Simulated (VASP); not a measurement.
A run of VASP 6.6.1 is set up as follows.

The input INCAR:

```
SYSTEM = Y
PREC = Accurate
ENCUT = 520
EDIFF = 1E-6
ISMEAR = -1
SIGMA = 0.05
LREAL = .False.
LASPH = .True.
NELM = 100
ALGO = Normal
ISIF = 2
LWAVE = .False.
LCHARG = .False.
NBANDS = 12
```

File KPOINTS:

```
regular mesh
0
Gamma
  13 13 13
  0 0 0
```

Contents of POSCAR:

```
Y
1.0
    0.0000000000      2.4850000000      2.4850000000
    2.4850000000      0.0000000000      2.4850000000
    2.4850000000      2.4850000000      0.0000000000
Y
1
Direct
    0.0000000000      0.0000000000      0.0000000000
```

Potentials or basis: VASP PAW LDA potentials, release 64 (Y_sv).

Run with:

```bash
$ cat potpaw_LDA.64/Y_sv/POTCAR > POTCAR
$ mpirun -np 1 vasp_std > vasp.out
```

(1) Estimate the band gap on the k mesh.

(2) Predict the pressure.

## Answers

(1) zero (an odd number of electrons rules out a gap without spin polarisation).

(2) -1.9 GPa.
